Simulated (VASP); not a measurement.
A run of VASP 6.6.1 is set up as follows.

Contents of INCAR:

```
PREC = Accurate
ENCUT = 520
EDIFF = 1E-7
ISMEAR = 0
SIGMA = 0.1
LREAL = False
LASPH = True
NELM = 100
ALGO = Fast
ISIF = 2
LWAVE = False
LCHARG = True
GGA = PE
LELF = True
LVHAR = True
NBANDS = 44
```

File KPOINTS:

```
regular mesh
0
Gamma
  12 12 8
```

POSCAR

```
Cu5Mo
1.0
    4.1700385479      0.0000000000      0.0000000000
   -2.0850192740      3.6113593173      0.0000000000
    0.0000000000      0.0000000000      5.1017236434
Cu Mo
5 1
Direct
    0.3333333333      0.6666666667      0.2462678685
    0.3333333333      0.6666666667      0.7537321315
    0.6666666667      0.3333333333      0.7537321315
    0.6666666667      0.3333333333      0.2462678685
    0.0000000000      0.0000000000      0.0000000000
    0.0000000000      0.0000000000      0.5000000000
```

Potentials or basis: VASP PAW PBE potentials, release 64 (Cu, Mo_sv).

Command:

```sh
$ cat potpaw_PBE.64/Cu/POTCAR potpaw_PBE.64/Mo_sv/POTCAR > POTCAR
$ mpirun -np 1 vasp_std > vasp.out
```

(1) Predict the band gap on the k mesh.

(2) Estimate the pressure.

Answers

(1) zero (an odd number of electrons rules out a gap without spin polarisation).

(2) 0.5 GPa.
